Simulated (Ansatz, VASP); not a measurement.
## Two plane-wave programs on MgZn2TeS2

```xyz
6
Lattice="5.5409 0.0000 0.0000 0.0000 4.7749 0.0000 0.0000 0.0000 5.4719" Properties=species:S:1:pos:R:3 pbc="T T T"
Mg    2.7705    2.3875    2.7359
Zn    0.0000    0.0000    4.0071
Zn    0.0000    0.0000    1.4648
Te    2.7705    2.3875    0.0000
S     2.7705    0.0000    2.7359
S     0.0000    2.3875    0.0000
```

Change from the starting cell: species swapped into the LiCa2NiN2 type (Pmmm, No. 47).

Alike in both runs: functional PBE; k mesh 4 × 4 × 2; occupations gaussian, width 0.1 eV; no spin polarisation.

Ansatz relaxed the structure, and its values are those at the end. VASP's run is a single point on that final structure, the one shown.

|  | VASP | Ansatz |
| --- | --- | --- |
| version | VASP 6.6.1 | Ansatz 0.2.0 |
| potentials or method | VASP PAW PBE potentials, release 64 (Mg, Zn, Te, S), cutoff 520 eV | scalar-relativistic, plane waves, PAW |
| valence electrons in the cell | 44 | 62 |

```tsv
	VASP	Ansatz	Ansatz less VASP
gap on the k mesh at the Fermi level (eV)	none	none	-
pressure (GPa)	-0.2	-0.2	+0.02
rms of the force components (eV/Å)	0.002	0.004	+0.0018
```

A gap of «none» marks a metal or a gap that the smearing closes. VASP's potentials hold 44 valence electrons a cell and Ansatz's 62, so a difference there can come from the potentials and not from the codes.

The k mesh is coarse, so the values compare programs but aren't converged. Neither program's run includes spin-orbit coupling.
